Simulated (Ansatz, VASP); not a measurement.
# PbSe in VASP and in Ansatz

```
Pb Se
1.0
     0.00000    3.06969    3.06969
     3.06969    0.00000    3.06969
     3.06969    3.06969    0.00000
Pb Se
1 1
Direct
  0.00000 0.00000 0.00000
  0.50000 0.50000 0.50000
```

Alike in both runs: task single point; functional PBE; k mesh 8 × 8 × 8; occupations fermi-dirac, width 0.02 eV; no spin polarisation.

```csv
,VASP,Ansatz
version,VASP 6.6.1,Ansatz 0.2.0
potentials or method,"VASP PAW PBE potentials, release 64 (Pb_d, Se)","plane waves, PAW"
plane-wave cutoff (eV),520,420
valence electrons in the cell,20,30
```

```tsv
	VASP	Ansatz	Ansatz less VASP
pressure (GPa)	1.9	1.9	+0.02
```

VASP's potentials hold 20 valence electrons a cell and Ansatz's 30, so a difference there can come from the potentials and not from the codes.

Spin-orbit coupling is off throughout.
